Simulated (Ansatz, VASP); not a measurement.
# One calculation of In, two programs

INCAR

```
SYSTEM = In
ALGO = Fast ; EDIFF = 1E-7
ENCUT = 520 ; GGA = PE
ISIF = 2 ; ISMEAR = 0
LASPH = .True. ; LCHARG = .True.
LELF = .True. ; LREAL = .False.
LVHAR = .True. ; LWAVE = .False.
NBANDS = 12 ; NELM = 60
PREC = Accurate ; SIGMA = 0.15
```

File KPOINTS:

```
k-points
0
Gamma
  20 20 20
  0 0 0
```

Contents of POSCAR:

```
In
1.0
   -1.6261500000      1.6261500000      2.3997315000
    1.6261500000     -1.6261500000      2.3997315000
    1.6261500000      1.6261500000     -2.3997315000
In
1
Direct
    0.0000000000      0.0000000000      0.0000000000
```

Input for Ansatz:

```yaml
crystal:
  lattice:
    - [-1.62615, 1.62615, 2.3997315]
    - [1.62615, -1.62615, 2.3997315]
    - [1.62615, 1.62615, -2.3997315]
  atoms:
    - { symbol: In, position: [0.0, 0.0, 0.0] }
basis:
  ecutwfc: 420
kpoints:
  mp_grid: { grid: [20, 20, 20] }
hamiltonian:
  xc: pbe
scf:
  occupations: { method: gaussian, width: 0.15 }
output:
  forces: true
  stress: true
  eigenvalues: true
```

Change from the starting cell: strain +0.000 along x and y, -0.030 along z, atoms carried along.

Alike in both runs: task single point; functional PBE; k mesh 20 × 20 × 20; occupations gaussian, width 0.15 eV; no spin polarisation.

```csv
,VASP,Ansatz
version,VASP 6.6.1,Ansatz 0.2.0
potentials or method,"VASP PAW PBE potentials, release 64 (In_d), cutoff 520 eV","scalar-relativistic, plane waves, PAW"
valence electrons in the cell,13,13
```

```tsv
	VASP	Ansatz	Ansatz less VASP
gap on the k mesh at the Fermi level (eV)	none	none	-
pressure (GPa)	3.5	3.5	+0.05
```

A gap of «none» marks a metal or a gap that the smearing closes. With one functional, cell and mesh, what is left measures potentials, basis and numerics.
